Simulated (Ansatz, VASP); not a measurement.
GeP5: VASP beside Ansatz

```
CELL_PARAMETERS angstrom
4.90713 0.00000 0.00000
-2.45356 4.24970 0.00000
0.00000 0.00000 5.48444
ATOMIC_POSITIONS crystal
Ge 0.00000 0.00000 0.00000
P 0.50000 0.00000 0.00000
P 0.00000 0.50000 0.00000
P 0.50000 0.50000 0.00000
P 0.33333 0.66667 0.50000
P 0.66667 0.33333 0.50000
```

Alike in both runs: functional PBE; k mesh 6 × 6 × 2; occupations gaussian, width 0.1 eV; no spin polarisation.

Ansatz relaxed the structure, and its values are those at the end. VASP's run is a single point on that final structure, the one shown.

|  | VASP | Ansatz |
| --- | --- | --- |
| version | VASP 6.6.1 | Ansatz 0.2.0 |
| potentials or method | VASP PAW PBE potentials, release 64 (Ge_d, P), cutoff 520 eV | scalar-relativistic, plane waves, PAW |
| valence electrons in the cell | 39 | 39 |

VASP gave:

* gap on the k mesh at the Fermi level (eV): none
* pressure (GPa): 0.0

What did Ansatz give for the same quantities?

gap on the k mesh at the Fermi level (eV): none; pressure (GPa): 0.2.

A gap of «none» marks a metal or a gap that the smearing closes.

The k mesh is coarse, so the values compare programs but aren't converged.
